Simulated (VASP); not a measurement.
Write the native input for VASP 6.6.1 that does the following.

```
Task                   : relaxation of the atoms
Functional             : PBEsol
Potentials or basis    : VASP PAW PBE potentials, release 64 (Be)
Cutoff                 : 520 eV
k mesh                 : 17 × 17 × 1
Occupations            : methfessel-paxton, width 0.1 eV
Spin                   : no spin polarisation
Dipole correction      : yes
Further INCAR settings : ALGO = Normal; EDIFF = 1e-06; IBRION = 2; EDIFFG = -0.01; NSW = 60
```

The structure of Be lies in POSCAR:

```
Be
1.0
    2.2575068440      0.0000000000      0.0000000000
    1.1287534220      1.9550582760      0.0000000000
    0.0000000000      0.0000000000     24.8780771680
Be
6
Direct
    0.6666666667      0.6666666667      0.3215682605
    0.0000000000      0.0000000000      0.3929409563
    0.6666666667      0.6666666667      0.4643136521
    0.0000000000      0.0000000000      0.5356863479
    0.6666666667      0.6666666667      0.6070590437
    0.0000000000      0.0000000000      0.6784317395
```

The input as run:

INCAR

```
SYSTEM = Be
PREC = Accurate
ENCUT = 520
EDIFF = 1E-6
ISMEAR = 1
SIGMA = 0.1
LREAL = .FALSE.
LASPH = .TRUE.
NELM = 60
ALGO = Normal
ISIF = 2
LWAVE = .FALSE.
LCHARG = .FALSE.
LDIPOL = .TRUE.
IDIPOL = 3
DIPOL = 0.5 0.5 0.500
GGA = PS
IBRION = 2
NSW = 60
EDIFFG = -0.01
```

KPOINTS

```
Automatic mesh
0
G
  17 17 1
  0 0 0
```

Potentials or basis: VASP PAW PBE potentials, release 64 (Be).

The run is started by

```console
$ cat potpaw_PBE.64/Be/POTCAR > POTCAR
$ mpirun -np 1 vasp_std > vasp.out
```

It gave:

The energy gained by relaxing is 3.2 meV/atom. The ionic steps are 12. The band gap on the k mesh is zero (bands 6 and 7 overlap by 3.27 eV).

It took 3.8 min on 1 thread of Intel(R) Xeon(R) Platinum 8259CL CPU @ 2.50GHz (Skylake/Cascade Lake) (shared host), peak memory 0.25 GiB.
